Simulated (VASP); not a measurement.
Wanted: the native input for a VASP 6.6.1 run.

```yaml
Task: single point
Functional: PBE
Potentials_or_basis: VASP PAW PBE potentials, release 64 (Cd, S)
Cutoff: 520 eV
k_mesh: 8 × 8 × 8
Occupations: fermi-dirac, width 0.02 eV
Spin: no spin polarisation
Dipole_correction: no
Further_INCAR_settings: ALGO = Normal; EDIFF = 1e-07; NBANDS = 16
```

The structure of CdS (Hawleyite) lies in POSCAR:

```
CdS
1.0
    0.0000000000      2.9392138876      2.9392138876
    2.9392138876      0.0000000000      2.9392138876
    2.9392138876      2.9392138876      0.0000000000
Cd S
1 1
Direct
    0.0000000000      0.0000000000      0.0000000000
    0.2500000000      0.2500000000      0.2500000000
```

The input as run:

INCAR

```
PREC = Accurate
ENCUT = 520
EDIFF = 1E-7
ISMEAR = -1
SIGMA = 0.02
LREAL = F
LASPH = T
NELM = 60
ALGO = Normal
ISIF = 2
LWAVE = F
LCHARG = F
GGA = PE
NBANDS = 16
```

KPOINTS

```
regular mesh
0
Gamma
  8 8 8
```

Potentials or basis: VASP PAW PBE potentials, release 64 (Cd, S).

The run is started by

```bash
$ cat potpaw_PBE.64/Cd/POTCAR potpaw_PBE.64/S/POTCAR > POTCAR
$ mpirun -np 1 vasp_std > vasp.out
```

Results of the run:

```json
{"Pressure": "1.7 GPa", "Band gap on the k mesh": "1.10 eV, direct"}
```

Run time: 16 s on 1 thread of AMD EPYC 9R45 96-Core Processor (Zen 5), with other jobs on the host, peak memory 0.15 GiB.
